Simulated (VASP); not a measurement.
# Hf (P6_3/mmc) in VASP: notebook, part 2 of 2

VASP 6.6.1.

## 3. Single point, RPBE (20.51 Å³/atom)

This run uses another cell than the first one, of 20.51 Å³/atom.

Input file INCAR:

```
PREC     = Accurate       # precision mode
ENCUT    = 520            # plane-wave cutoff, eV
EDIFF    = 1E-7           # SCF threshold, eV
ISMEAR   = -1             # smearing method
SIGMA    = 0.1            # smearing width, eV
LREAL    = False          # projectors in reciprocal space
LASPH    = True           # aspherical terms in the spheres
NELM     = 60             # most SCF steps
ALGO     = Normal         # electronic algorithm
ISIF     = 2              # what is computed and relaxed
LWAVE    = False          # write WAVECAR
LCHARG   = True           # write CHGCAR
GGA      = RP             # functional
LELF     = True           # ELF
LVHAR    = True         
NBANDS   = 28             # bands
```

Input file KPOINTS:

```
regular mesh
0
Gamma
  13 13 4
```

Input file POSCAR:

```
Hf
1.0
    3.0932801326      0.0000000000      0.0000000000
   -1.5466400663      2.6788591759      0.0000000000
    0.0000000000      0.0000000000      9.8990542194
Hf
4
Direct
    1.0000000000      1.0000000000      0.0000000000
    0.0000000000      1.0000000000      0.5000000000
    0.3333333333      0.6666666667      0.2500000000
    0.6666666667      0.3333333333      0.7500000000
```

Potentials or basis: VASP PAW PBE potentials, release 64 (Hf_pv).

Started as:

```sh
$ cat potpaw_PBE.64/Hf_pv/POTCAR > POTCAR
$ mpirun -np 1 vasp_std > vasp.out
```

It took 62 s on 1 thread of Intel Xeon 6975P-C (Granite Rapids), shared host; peak memory 0.27 GiB.

It converged, with:

```yaml
Free_energy: -37.4413 eV
Pressure: 15.3 GPa
Band_gap_on_the_k_mesh: zero (bands 20 and 21 overlap by 1.71 eV)
```

Stress tensor (GPa, compression positive):
```
15.22  0.00  0.00
 0.00 15.22  0.00
 0.00  0.00 15.32
```

Levels at points of the mesh, in eV from the Fermi level:
```tsv
k point	band 17	band 18	band 19	band 20	band 21	band 22	band 23	band 24
(0.00, 0.00, 0.00)	0.13	0.18	0.98	1.08	1.08	1.22	1.22	1.58
(0.00, 0.00, 0.50)	0.29	0.29	1.03	1.03	1.29	1.29	1.29	1.29
```

Caveat: the cell stands under pressure; the PAW data sets were made with another functional, which shifts forces and pressure a little; spin-orbit coupling is left out, which moves the levels of the heavy elements.

## 4. Single point, RPBE (21.44 Å³/atom)

This run uses another cell than the first one, of 21.44 Å³/atom.

Input file INCAR:

```
SYSTEM = Hf
PREC = Accurate ; ENCUT = 520
EDIFF = 1E-6 ; ISMEAR = -1
SIGMA = 0.1 ; LREAL = .FALSE.
LASPH = .TRUE. ; NELM = 80
ALGO = Normal ; ISIF = 2
LWAVE = .FALSE. ; LCHARG = .FALSE.
GGA = RP ; NBANDS = 28
```

Input file KPOINTS:

```
regular mesh
0
G
  13 13 4
  0 0 0
```

Input file POSCAR:

```
Hf
1.0
    3.1394553004      0.0000000000      0.0000000000
   -1.5697276502      2.7188480442      0.0000000000
    0.0000000000      0.0000000000     10.0468230829
Hf
4
Direct
    1.0000000000      1.0000000000      0.0000000000
    0.0000000000      1.0000000000      0.5000000000
    0.3333333333      0.6666666667      0.2500000000
    0.6666666667      0.3333333333      0.7500000000
```

Potentials or basis: VASP PAW PBE potentials, release 64 (Hf_pv).

Started as:

```sh
$ cat potpaw_PBE.64/Hf_pv/POTCAR > POTCAR
$ mpirun -np 1 vasp_std > vasp.out
```

OUTCAR:

```text
SYSTEM = Hf
   PREC = Accurate
   ENCUT = 520
   EDIFF = 1E-6
   ISMEAR = -1
   LREAL = .FALSE.
   LASPH = .TRUE.
   NELM = 80
   ISIF = 2
   GGA = RP

 ion  position               nearest neighbor table
   1  0.000  0.000  0.000-   3 3.10   4 3.10   4 3.10   3 3.10   4 3.10   3 3.10
   2  0.000  0.000  0.500-   3 3.10   4 3.10   4 3.10   3 3.10   4 3.10   3 3.10
   3  0.333  0.667  0.250-   1 3.10   2 3.10   1 3.10   2 3.10   1 3.10   2 3.10
   4  0.667  0.333  0.750-   1 3.10   2 3.10   1 3.10   2 3.10   1 3.10   2 3.10

  LATTYP: Found a hexagonal cell.
 ALAT       =     3.1394553004
 C/A-ratio  =     3.2001803248
[... 944 lines left out ...]
  --------------------------------------------------------------------------------------
  -------------------------------------------------------------------------------------
  Total        4.8824683      4.8824683      4.8364252      0.0000000     -0.0000000      0.0000000
  in kB       91.2183096     91.2183096     90.3580951      0.0000000     -0.0000000      0.0000000
  external PRESSURE =      90.9315714 kB  Pullay stress =       0.0000000 kB

 VOLUME and BASIS-vectors are now :
 -----------------------------------------------------------------------------
  energy-cutoff  :      520.00
  volume of cell :       85.76
      direct lattice vectors                 reciprocal lattice vectors
     3.139455300  0.000000000  0.000000000     0.318526593  0.183901414  0.000000000
    -1.569727650  2.718848044  0.000000000     0.000000000  0.367802828  0.000000000
     0.000000000  0.000000000 10.046823083     0.000000000  0.000000000  0.099533951

 POSITION                                       TOTAL-FORCE (eV/Angst)
 -----------------------------------------------------------------------------------
      0.00000      0.00000      0.00000         0.000000      0.000000     -0.000000
      0.00000      0.00000      5.02341        -0.000000      0.000000     -0.000000
     -0.00000      1.81257      2.51171        -0.000000      0.000000      0.000000
      1.56973      0.90628      7.53512         0.000000      0.000000     -0.000000
 -----------------------------------------------------------------------------------
    total drift:                               -0.000000      0.000000     -0.000000

  FREE ENERGIE OF THE ION-ELECTRON SYSTEM (eV)
  ---------------------------------------------------
  free  energy   TOTEN  =       -37.7234512834 eV

  energy  without entropy=      -37.5579058105  energy(sigma->0) =      -37.64067855
```

Run time: 60 s. Hardware: 1 thread of Intel Xeon 6975P-C (Granite Rapids), shared host; peak memory 0.26 GiB.

What came out:

* Free energy: -37.7235 eV
* Pressure: 9.1 GPa
* Band gap on the k mesh: zero (bands 20 and 21 overlap by 1.69 eV)

Stress tensor (GPa, compression positive):
```
9.12 0.00 0.00
0.00 9.12 0.00
0.00 0.00 9.04
```

Levels at points of the mesh, in eV from the Fermi level:
```csv
k point,band 17,band 18,band 19,band 20,band 21,band 22,band 23,band 24
"(0.00, 0.00, 0.00)",0.15,0.20,0.79,1.09,1.09,1.22,1.22,1.56
"(0.00, 0.00, 0.50)",0.20,0.20,1.03,1.03,1.29,1.29,1.29,1.29
```

Caveat: the cell stands under pressure; the PAW data sets were made with another functional, which shifts forces and pressure a little; spin-orbit coupling is left out, which moves the levels of the heavy elements.

## 5. Single point, RPBE (22.37 Å³/atom)

This run uses another cell than the first one, of 22.37 Å³/atom.

Input file INCAR:

```
PREC = Accurate
ENCUT = 520
EDIFF = 1E-7
ISMEAR = -1
SIGMA = 0.1
LREAL = F
LASPH = T
NELM = 100
ALGO = Normal
ISIF = 2
LWAVE = F
LCHARG = T
GGA = RP
LELF = T
LVHAR = T
NBANDS = 28
```

Input file KPOINTS:

```
regular mesh
0
Gamma
  13 13 4
```

Input file POSCAR:

```
Hf
1.0
    3.1843107220      0.0000000000      0.0000000000
   -1.5921553610      2.7576939788      0.0000000000
    0.0000000000      0.0000000000     10.1903685207
Hf
4
Direct
    1.0000000000      1.0000000000      0.0000000000
    0.0000000000      1.0000000000      0.5000000000
    0.3333333333      0.6666666667      0.2500000000
    0.6666666667      0.3333333333      0.7500000000
```

Started as:

```sh
$ cat potpaw_PBE.64/Hf_pv/POTCAR > POTCAR
$ mpirun -np 1 vasp_std > vasp.out
```

It took 76 s on 1 thread of Intel Xeon 6975P-C (Granite Rapids), shared host; peak memory 0.27 GiB.

It converged, with:

- Free energy: -37.8738 eV
- Pressure: 3.9 GPa
- Band gap on the k mesh: zero (bands 20 and 21 overlap by 1.66 eV)

Stress tensor (GPa, compression positive):
```
3.94 0.00 0.00
0.00 3.94 0.00
0.00 0.00 3.82
```

Levels at points of the mesh, in eV from the Fermi level:
```csv
k point,band 16,band 17,band 18,band 19,band 20,band 21,band 22,band 23,band 24,band 25
"(0.00, 0.00, 0.00)",-3.62,0.16,0.21,0.64,1.09,1.09,1.21,1.21,1.53,1.68
"(0.00, 0.00, 0.50)",-4.00,0.12,0.12,1.03,1.03,1.28,1.28,1.28,1.28,1.56
```

Caveat: the cell stands under pressure; the PAW data sets were made with another functional, which shifts forces and pressure a little; spin-orbit coupling is left out, which moves the levels of the heavy elements.

## 6. Single point, RPBE (23.30 Å³/atom)

Input file INCAR:

```
  PREC = Accurate
  ENCUT = 520
  EDIFF = 1E-6
  ISMEAR = -1
  SIGMA = 0.1
  LREAL = False
  LASPH = True
  NELM = 100
  ALGO = Normal
  ISIF = 2
  LWAVE = False
  LCHARG = False
  GGA = RP
  NBANDS = 28
```

Input file KPOINTS:

```
Automatic mesh
0
Gamma
  13 13 4
```

Input file POSCAR:

```
Hf
1.0
    3.2279368380      0.0000000000      0.0000000000
   -1.6139684190      2.7954753035      0.0000000000
    0.0000000000      0.0000000000     10.3299799587
Hf
4
Direct
    1.0000000000      1.0000000000      0.0000000000
    0.0000000000      1.0000000000      0.5000000000
    0.3333333333      0.6666666667      0.2500000000
    0.6666666667      0.3333333333      0.7500000000
```

Potentials or basis: VASP PAW PBE potentials, release 64 (Hf_pv).

Started as:

```sh
$ cat potpaw_PBE.64/Hf_pv/POTCAR > POTCAR
$ mpirun -np 1 vasp_std > vasp.out
```

Wall time 61 s (1 thread of Intel Xeon 6975P-C (Granite Rapids), shared host); peak memory 0.27 GiB.

It converged, with:

| Property | Result |
| --- | --- |
| Free energy | -37.9129 eV |
| Pressure | -0.5 GPa |
| Band gap on the k mesh | zero (bands 20 and 21 overlap by 1.63 eV) |

Levels at points of the mesh, in eV from the Fermi level:
```csv
k point,band 16,band 17,band 18,band 19,band 20,band 21,band 22,band 23,band 24,band 25
"(0.00, 0.00, 0.00)",-3.51,0.17,0.21,0.50,1.08,1.08,1.19,1.19,1.50,1.65
"(0.00, 0.00, 0.50)",-3.92,0.06,0.06,1.02,1.02,1.26,1.26,1.26,1.26,1.52
```

Caveat: the PAW data sets were made with another functional, which shifts forces and pressure a little; spin-orbit coupling is left out, which moves the levels of the heavy elements.

## 7. Overview

```csv
cell,k mesh,gap on the mesh (eV),pressure (GPa)
"a = 3.228, b = 3.228, c = 10.330 Å, angles 90.0, 90.0, 120.0°, 4 atoms",11 × 11 × 3,none,-0.5
"a = 3.093, b = 3.093, c = 9.899 Å, angles 90.0, 90.0, 120.0°, 4 atoms",13 × 13 × 4,none,15.3
"a = 3.139, b = 3.139, c = 10.047 Å, angles 90.0, 90.0, 120.0°, 4 atoms",13 × 13 × 4,none,9.1
"a = 3.184, b = 3.184, c = 10.190 Å, angles 90.0, 90.0, 120.0°, 4 atoms",13 × 13 × 4,none,3.9
"a = 3.228, b = 3.228, c = 10.330 Å, angles 90.0, 90.0, 120.0°, 4 atoms",13 × 13 × 4,none,-0.5
```

Alike in all rows: task single point; level RPBE; potentials or basis VASP PAW PBE potentials, release 64 (Hf_pv); no spin polarisation; cutoff (eV) 520; smearing fermi-dirac 0.1 eV.

Caveats: the PAW data sets were made with another functional, which shifts forces and pressure a little; spin-orbit coupling is left out, which moves the levels of the heavy elements; the cell stands under pressure (at least some runs).

Total energies depend on the potentials used, so only differences within one code and one set of settings carry meaning.
